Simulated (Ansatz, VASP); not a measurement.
# ZnS: VASP beside Ansatz

File POSCAR:

```
ZnS
1.0
    3.8054508444      0.0000000000      0.0000000000
   -1.9027254222      3.2956171041      0.0000000000
    0.0000000000      0.0000000000      6.2439931014
Zn S
2 2
Direct
    0.3333333333      0.6666666667      0.0003381269
    0.6666666667      0.3333333333      0.5003381269
    0.3333333333      0.6666666667      0.3746618731
    0.6666666667      0.3333333333      0.8746618731
```

File INCAR.step1:

```
SYSTEM = ZnS
ALGO = Normal
EDIFF = 1E-4
ENCUT = 520
GGA = PE
ISMEAR = 0
LASPH = .TRUE.
LCHARG = .FALSE.
LREAL = .FALSE.
LWAVE = .TRUE.
NBANDS = 26
NELM = 100
PREC = Accurate
SIGMA = 0.01
```

File INCAR.step2:

```
SYSTEM = ZnS
ALGO = Normal
EDIFF = 1E-6
ENCUT = 520
ISIF = 2
ISMEAR = 0
ISTART = 1
LASPH = .TRUE.
LCHARG = .TRUE.
LELF = .TRUE.
LMIXTAU = .TRUE.
LREAL = .FALSE.
LVHAR = .TRUE.
LWAVE = .FALSE.
METAGGA = R2SCAN
NBANDS = 26
NELM = 100
PREC = Accurate
SIGMA = 0.01
```

File KPOINTS:

```
k-points
0
G
  6 6 4
  0 0 0
```

Input for Ansatz:

```yaml
crystal:
  lattice:
    - [3.8054508444, 0.0, 0.0]
    - [-1.9027254222, 3.2956171041, 0.0]
    - [0.0, 0.0, 6.2439931014]
  atoms:
    - { symbol: Zn, position: [0.3333333333, 0.6666666667, 0.0003381269] }
    - { symbol: Zn, position: [0.6666666667, 0.3333333333, 0.5003381269] }
    - { symbol: S, position: [0.3333333333, 0.6666666667, 0.3746618731] }
    - { symbol: S, position: [0.6666666667, 0.3333333333, 0.8746618731] }
kpoints:
  mp_grid: { grid: [6, 6, 4] }
hamiltonian:
  xc: r2scan
scf:
  occupations: { method: fixed }
  n_extra_bands: 5
output:
  forces: true
  stress: true
  eigenvalues: true
```

Alike in both runs: task single point; functional r2SCAN; k mesh 6 × 6 × 4; no spin polarisation.

```csv
,VASP,Ansatz
version,VASP 6.6.1,Ansatz 0.2.0
potentials or method,"VASP PAW PBE potentials, release 64 (Zn, S)","plane waves, PAW"
plane-wave cutoff (eV),520,500
occupations,"gaussian, width 0.01 eV",fixed
valence electrons in the cell,36,36
```

```csv
,VASP,Ansatz,Ansatz less VASP
gap on the k mesh at the Fermi level (eV),2.79,2.78,-0.010
pressure (GPa),0.1,0.0,-0.09
```

VASP's potentials were made for PBE, not for r2SCAN.
